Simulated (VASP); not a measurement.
Si, 8 atoms in the cell. The typed cell holds 8 atoms: a = 5.075 Å, b = 5.075 Å, c = 7.430 Å, α = 107.01°, β = 107.03°, γ = 98.22°.  This cell differs from its parent crystal: atom 1 (Si) moved by +0.000 Å along [0 1 0] and -0.980 Å along [0 0 1].

- Program: VASP 6.6.1
- Task: single point
- Functional: PBEsol
- Potentials or basis: VASP PAW PBE potentials, release 64 (Si)
- Cutoff: 520 eV
- k mesh: 8 × 8 × 8
- Occupations: gaussian, width 0.03 eV
- Spin: no spin polarisation
- Dipole correction: no
- Further INCAR settings: ALGO = Normal; EDIFF = 1e-07; NBANDS = 26

Potentials or basis: VASP PAW PBE potentials, release 64 (Si).

The run is started by

```sh
$ cat potpaw_PBE.64/Si/POTCAR > POTCAR
$ mpirun -np 1 vasp_std > vasp.out
```

Hardware: 1 thread of AMD EPYC 9R45 96-Core Processor (Zen 5) (shared host).

Question: How long does it take, and how much memory?

Answer: It took 8.9 min on 1 thread of AMD EPYC 9R45 96-Core Processor (Zen 5) (shared host), peak memory 0.79 GiB. Counts: scf iterations 16, k points 260.
